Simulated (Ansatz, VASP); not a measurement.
Two plane-wave programs on Sn2AuO2

```
CELL_PARAMETERS angstrom
3.82017 0.00000 0.00000
0.00000 3.82017 0.00000
0.00000 0.00000 19.36304
ATOMIC_POSITIONS crystal
Sn 0.50000 0.00000 0.20658
Sn 0.00000 0.50000 0.32862
O 0.00000 0.00000 0.26760
O 0.50000 0.50000 0.26760
Au 0.00000 0.87500 0.48355
```

Alike in both runs: task single point; functional PBE; dispersion D3(BJ); k mesh 7 × 7 × 1; occupations gaussian, width 0.05 eV; collinear spin.

|  | VASP | Ansatz |
| --- | --- | --- |
| version | VASP 6.6.1 | Ansatz 0.2.0 |
| potentials or method | VASP PAW PBE potentials, release 64 (Sn_d, O, Au), cutoff 520 eV | scalar-relativistic, plane waves, PAW |
| valence electrons in the cell | 51 | 59 |

```tsv
	VASP	Ansatz	Ansatz less VASP
gap on the k mesh at the Fermi level (eV)	none	none	-
rms of the force components (eV/Å)	0.227	0.213	-0.0138
net moment per atom (μB)	0.00	0.00	0.000
work function, face that differs most (eV)	5.61	5.61	+0.004
```

A gap of «none» marks a metal or a gap that the smearing closes. VASP's potentials hold 51 valence electrons a cell and Ansatz's 59, so a difference there can come from the potentials and not from the codes. Ansatz's warnings: seeded moment not kept.

Spin-orbit coupling is off throughout.
